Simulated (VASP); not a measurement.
# NdAgO4 (P-6m2) in VASP: a series of runs, part 2 of 2

VASP 6.6.1. The steps go on from the part before.

**3. Single point, PBE**

This run uses another cell than the first one, of 14.66 Å³/atom.

Input file INCAR:

```
SYSTEM = NdAgO4
PREC     = Accurate       ! precision mode
ENCUT    = 600            ! plane-wave cutoff, eV
EDIFF    = 1E-6           ! SCF threshold, eV
ISMEAR   = 0              ! smearing method
SIGMA    = 0.1            ! smearing width, eV
LREAL    = .FALSE.        ! projectors in reciprocal space
LASPH    = .TRUE.         ! aspherical terms in the spheres
NELM     = 200            ! most SCF steps
ALGO     = Normal         ! electronic algorithm
ISIF     = 2              ! what is computed and relaxed
LWAVE    = .FALSE.        ! write WAVECAR
LCHARG   = .FALSE.        ! write CHGCAR
GGA      = PE             ! functional
NBANDS   = 32             ! bands
GGA_COMPAT= .FALSE.      
LMAXMIX  = 6              ! l up to which the mixer works
```

Input file KPOINTS:

```
Automatic mesh
0
G
  6 6 4
  0 0 0
```

Input file POSCAR:

```
NdAgO4
1.0
    4.6657405700      0.0000000000      0.0000000000
   -2.3328702900      4.0406498600      0.0000000000
    0.0000000000      0.0000000000      4.6642746600
Nd Ag O
1 1 4
Direct
    0.6666666700      0.3333333300      0.5000000000
    0.0000000000      0.0000000000      0.0000000000
    0.4959585700      0.5040414300      0.0000000000
    0.4959585700      0.9919171400      0.0000000000
    0.0080828600      0.5040414300      0.0000000000
    0.0000000000      0.0000000000      0.5000000000
```

Potentials or basis: VASP PAW PBE potentials, release 64 (Nd_3, Ag, O), 4f in core.

Command:

```console
$ cat potpaw_PBE.64/Nd_3/POTCAR potpaw_PBE.64/Ag/POTCAR potpaw_PBE.64/O/POTCAR > POTCAR
$ mpirun -np 1 vasp_std > vasp.out
```

OUTCAR:

```text
SYSTEM = NdAgO4
   PREC = Accurate
   ENCUT = 600
   EDIFF = 1E-6
   ISMEAR = 0
   LREAL = .FALSE.
   LASPH = .TRUE.
   NELM = 200
   ISIF = 2
   GGA = PE

 ion  position               nearest neighbor table
   1  0.667  0.333  0.500-   6 2.69   6 2.69   6 2.69   5 2.71   5 2.71   4 2.71   4 2.71   3 2.71
                             3 2.71   2 3.56   2 3.56   2 3.56   2 3.56   2 3.56   2 3.56
   2  0.000  0.000  0.000-   6 2.33   6 2.33   3 2.33   3 2.33   4 2.33   4 2.33   5 2.33   5 2.33
                             1 3.56   1 3.56   1 3.56   1 3.56   1 3.56   1 3.56
   3  0.496  0.504  0.000-   2 2.33   2 2.33   1 2.71   1 2.71
   4  0.496  0.992  0.000-   2 2.33   2 2.33   1 2.71   1 2.71
   5  0.008  0.504  0.000-   2 2.33   2 2.33   1 2.71   1 2.71
   6  0.000  0.000  0.500-   2 2.33   2 2.33   1 2.69   1 2.69   1 2.69

  LATTYP: Found a hexagonal cell.
 ALAT       =     4.6657405700
 C/A-ratio  =     0.9996858141

  Lattice vectors:

 A1 = (   4.6657405700,   0.0000000000,   0.0000000000)
 A2 = (  -2.3328702900,   4.0406498600,   0.0000000000)
 A3 = (   0.0000000000,   0.0000000000,   4.6642746600)

Analysis of symmetry for initial positions (statically):
[... 182 lines left out ...]
 fundamental gap:      0.0304997246
 Fermi energy:         2.7928473090

 k-point     1 :       0.0000    0.0000    0.0000
  band No.  band energies     occupation
      1     -34.5619      2.00000
      2     -15.6663      2.00000
      3     -15.6663      2.00000
      4     -15.5939      2.00000
      5     -15.5054      2.00000
      6     -13.5502      2.00000
[... 724 lines left out ...]
     31      11.6676      0.00000
     32      11.9254      0.00000

------------------------ aborting loop because EDIFF is reached ----------------------------------------

  FORCE on cell =-STRESS in cart. coord.  units (eV):
  Direction    XX          YY          ZZ          XY          YZ          ZX
  --------------------------------------------------------------------------------------
  -------------------------------------------------------------------------------------
  Total       -5.5847662     -5.5847662     -9.2638975      0.0000000      0.0000000      0.0000000
  in kB     -101.7559137   -101.7559137   -168.7906566      0.0000001      0.0000000      0.0000000
  external PRESSURE =    -124.1008280 kB  Pullay stress =       0.0000000 kB

 VOLUME and BASIS-vectors are now :
 -----------------------------------------------------------------------------
  energy-cutoff  :      600.00
  volume of cell :       87.93
      direct lattice vectors                 reciprocal lattice vectors
     4.665740570  0.000000000  0.000000000     0.214328248  0.123742472  0.000000000
    -2.332870290  4.040649860  0.000000000     0.000000000  0.247484943  0.000000000
     0.000000000  0.000000000  4.664274660     0.000000000  0.000000000  0.214395608

 POSITION                                       TOTAL-FORCE (eV/Angst)
 -----------------------------------------------------------------------------------
      2.33287      1.34688      2.33214         0.000000     -0.000000      0.000000
      0.00000      0.00000      0.00000         0.000000     -0.000000      0.000000
      1.13815      2.03665      0.00000         0.483948     -0.279408     -0.000000
     -0.00000      4.00799      0.00000        -0.000000      0.558815      0.000000
     -1.13815      2.03665      0.00000        -0.483948     -0.279408     -0.000000
      0.00000      0.00000      2.33214         0.000000     -0.000000      0.000000
 -----------------------------------------------------------------------------------
    total drift:                               -0.000012      0.000007     -0.000000

  FREE ENERGIE OF THE ION-ELECTRON SYSTEM (eV)
  ---------------------------------------------------
  free  energy   TOTEN  =       -32.1108468359 eV

  energy  without entropy=      -32.0712177386  energy(sigma->0) =      -32.09103229
```

OSZICAR:

```text
N       E                     dE             d eps       ncg     rms          rms(c)
DAV:   1     0.367610660845E+03    0.36761E+03   -0.25429E+04  1344   0.154E+03
DAV:   2    -0.125403064469E+02   -0.38015E+03   -0.35667E+03  1576   0.358E+02
DAV:   3    -0.403468353656E+02   -0.27807E+02   -0.26969E+02  1760   0.978E+01
DAV:   4    -0.413115088484E+02   -0.96467E+00   -0.96288E+00  1920   0.135E+01
DAV:   5    -0.413243010636E+02   -0.12792E-01   -0.12790E-01  1696   0.144E+00    0.259E+01
DAV:   6    -0.475717055993E+02   -0.62474E+01   -0.28771E+02  1488   0.777E+01    0.522E+01
DAV:   7    -0.363169262749E+02    0.11255E+02   -0.18983E+01  1400   0.325E+01    0.226E+01
DAV:   8    -0.321022275480E+02    0.42147E+01   -0.13742E+01  1464   0.269E+01    0.317E+00
DAV:   9    -0.321456947202E+02   -0.43467E-01   -0.11679E+00  1592   0.666E+00    0.223E+00
DAV:  10    -0.321249845505E+02    0.20710E-01   -0.36261E-01  1992   0.298E+00    0.201E+00
DAV:  11    -0.321204618065E+02    0.45227E-02   -0.26920E-01  1880   0.208E+00    0.141E+00
DAV:  12    -0.321100294060E+02    0.10432E-01   -0.78654E-02  1728   0.139E+00    0.285E-01
DAV:  13    -0.321106292438E+02   -0.59984E-03   -0.61815E-03  1624   0.548E-01    0.139E-01
DAV:  14    -0.321107220896E+02   -0.92846E-04   -0.51455E-04  1576   0.109E-01    0.525E-02
DAV:  15    -0.321108721699E+02   -0.15008E-03   -0.30573E-04  1504   0.132E-01    0.590E-02
DAV:  16    -0.321108450102E+02    0.27160E-04   -0.22801E-04  1600   0.113E-01    0.271E-02
DAV:  17    -0.321108461729E+02   -0.11627E-05   -0.14371E-05  1400   0.204E-02    0.494E-03
DAV:  18    -0.321108468359E+02   -0.66293E-06   -0.40180E-06  1224   0.147E-02
   1 F= -.32110847E+02 E0= -.32091032E+02  d E =-.396291E-01
```

stdout:

```text
POSCAR found type information on POSCAR NdAgO
 POSCAR found :  3 types and       6 ions
 scaLAPACK will be used
 LDA part: xc-table for (Slater+PW92), standard interpolation
 POSCAR, INCAR and KPOINTS ok, starting setup
 FFT: planning ... GRIDC
 FFT: planning ... GRID_SOFT
 FFT: planning ... GRID
 WAVECAR not read
 entering main loop
```

Wall time 74 s (1 thread of Intel Xeon Platinum 8488C (Sapphire Rapids), shared host); peak memory 0.27 GiB.

What came out:

- Free energy: -32.1108 eV
- Pressure: -12.4 GPa
- Largest force: 0.559 eV/Å
- Band gap on the k mesh: zero (bands 23 and 24 overlap by 0.12 eV)

Forces on the atoms (eV/Å):
```
Nd   0.000  0.000  0.000
Ag   0.000  0.000  0.000
O    0.484 -0.279  0.000
O    0.000  0.559  0.000
O   -0.484 -0.279  0.000
O    0.000  0.000  0.000
```

Stress tensor (GPa, compression positive):
```
-10.18   0.00   0.00
  0.00 -10.18   0.00
  0.00   0.00 -16.88
```

Caveat: the cell stands under tension; spin-orbit coupling is left out, which moves the levels of the heavy elements; the 4f electrons are frozen in the core, so they carry no moment and show no levels; the run has no spin polarisation, though such a crystal can be magnetic.
